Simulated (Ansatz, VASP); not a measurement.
## Mo: VASP beside Ansatz

Contents of INCAR:

```
  PREC = Accurate
  ENCUT = 520
  EDIFF = 1E-7
  ISMEAR = -1
  SIGMA = 0.05
  LREAL = F
  LASPH = T
  NELM = 60
  ALGO = Normal
  ISIF = 2
  LWAVE = F
  LCHARG = T
  GGA = PE
  LELF = T
  LVHAR = T
  NBANDS = 21
```

Contents of KPOINTS:

```
regular mesh
0
Gamma
  14 14 14
```

File POSCAR:

```
Mo
1.0
    0.0000000000      2.3298427630      2.3298427630
    2.3298427630      0.0000000000      2.3298427630
    2.3298427630      2.3298427630      0.0000000000
Mo
2
Direct
   -0.1250000000     -0.1250000000     -0.1250000000
    0.1250000000      0.1250000000      0.1250000000
```

Input for Ansatz:

```yaml
crystal:
  lattice:
    - [0.0, 2.329842763, 2.329842763]
    - [2.329842763, 0.0, 2.329842763]
    - [2.329842763, 2.329842763, 0.0]
  atoms:
    - { symbol: Mo, position: [-0.125, -0.125, -0.125] }
    - { symbol: Mo, position: [0.125, 0.125, 0.125] }
kpoints:
  mp_grid: { grid: [14, 14, 14] }
scf:
  occupations: { method: fermi_dirac, width: 0.05 }
hamiltonian:
  xc: pbe
  pseudopotentials: { kind: paw }
output:
  forces: true
  stress: true
  eigenvalues: true
  populations: true
```

Change from the starting cell: volume scaled by 0.55, PAW files.

Alike in both runs: task single point; functional PBE; k mesh 14 × 14 × 14; occupations fermi-dirac, width 0.05 eV; no spin polarisation.

|  | VASP | Ansatz |
| --- | --- | --- |
| version | VASP 6.6.1 | Ansatz 0.2.0 |
| potentials or method | VASP PAW PBE potentials, release 64 (Mo_sv) | PAW with Ansatz's default frozen-core files, scalar-relativistic |
| plane-wave cutoff (eV) | 520 | 420 |
| valence electrons in the cell | 28 | 28 |

VASP gave:

* pressure (GPa): 230.6

Q: Estimate Ansatz's values.

A: Pressure (GPa): 224.2.

Both programs put the cell under a high pressure, so it lies far from rest at this level. The functional is the same, so the differences come from potentials, cutoffs and numerics.

Noted on VASP's run: the cell as given lies far from equilibrium.
